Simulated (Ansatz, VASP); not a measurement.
# CS3: VASP beside Ansatz

INCAR

```
SYSTEM = CS3
ALGO = Normal
EDIFF = 1E-6
EDIFFG = -0.04
ENCUT = 600
GGA = PE
IBRION = 2
ISIF = 3
ISMEAR = 0
IVDW = 12
LASPH = .TRUE.
LCHARG = .FALSE.
LREAL = .FALSE.
LWAVE = .FALSE.
NELM = 60
NSW = 90
PREC = Accurate
SIGMA = 0.1
```

The input KPOINTS:

```
k-points
0
G
  3 3 4
  0 0 0
```

The input POSCAR:

```
CS3
1.0
    6.3045426000      0.0000000000      0.0000000000
   -3.1522713000      5.4598940500      0.0000000000
    0.0000000000      0.0000000000      4.6965183100
C S
2 6
Direct
    0.6666666700      0.3333333300      0.2500000000
    0.3333333300      0.6666666700      0.7500000000
    0.1508466300      0.3016932600      0.2500000000
    0.6983067400      0.8491533700      0.2500000000
    0.1508466300      0.8491533700      0.2500000000
    0.8491533700      0.1508466300      0.7500000000
    0.3016932600      0.1508466300      0.7500000000
    0.8491533700      0.6983067400      0.7500000000
```

Input for Ansatz:

```yaml
crystal:
  lattice:
    - [6.3045426, 0.0, 0.0]
    - [-3.1522713, 5.45989405, 0.0]
    - [0.0, 0.0, 4.69651831]
  atoms:
    - { symbol: C, position: [0.66666667, 0.33333333, 0.25] }
    - { symbol: C, position: [0.33333333, 0.66666667, 0.75] }
    - { symbol: S, position: [0.15084663, 0.30169326, 0.25] }
    - { symbol: S, position: [0.69830674, 0.84915337, 0.25] }
    - { symbol: S, position: [0.15084663, 0.84915337, 0.25] }
    - { symbol: S, position: [0.84915337, 0.15084663, 0.75] }
    - { symbol: S, position: [0.30169326, 0.15084663, 0.75] }
    - { symbol: S, position: [0.84915337, 0.69830674, 0.75] }
basis:
  ecutwfc: 420
kpoints:
  mp_grid: { grid: [3, 3, 4] }
hamiltonian:
  xc: pbe
  dispersion: d3bj
scf:
  occupations: { method: gaussian, width: 0.1 }
  lower_state_search: "off"
output:
  forces: true
  stress: true
  eigenvalues: true
relax:
  adjacent_minimum: "off"
  f_tol: 0.04
  max_steps: 70
  cell: { stress_tol: 0.4 }
```

Change from the starting cell: species swapped into the SmAg3 type (P6_3/mmc, No. 194).

Alike in both runs: task relaxation of cell and atoms; functional PBE; dispersion D3(BJ); k mesh 3 × 3 × 4; occupations gaussian, width 0.1 eV; no spin polarisation.

|  | VASP | Ansatz |
| --- | --- | --- |
| version | VASP 6.6.1 | Ansatz 0.2.0 |
| potentials or method | VASP PAW PBE potentials, release 64 (C, S), cutoff 600 eV | scalar-relativistic, plane waves, PAW |
| valence electrons in the cell | 44 | 44 |

VASP gave:

```
gap on the k mesh at the Fermi level, each at its own relaxed structure (eV)  : none
relaxed volume (Å³/atom)                                                      : 13.75
relaxed length of the cell vector where the two differ most in proportion (Å) : 6.551
```

**Question.** Which values does Ansatz return?

**Answer.** gap on the k mesh at the Fermi level, each at its own relaxed structure (eV): none; relaxed volume (Å³/atom): 13.83; relaxed length of the cell vector where the two differ most in proportion (Å): 6.568.

A gap of «none» marks a metal or a gap that the smearing closes. Ansatz's warnings: dispersion switch in reach, relaxed geometry near dispersion switch.

The k mesh is coarse, so the values compare programs but aren't converged. Noted on VASP's run: the volume moved by over 15 % at a fixed basis, so the end points are rough.
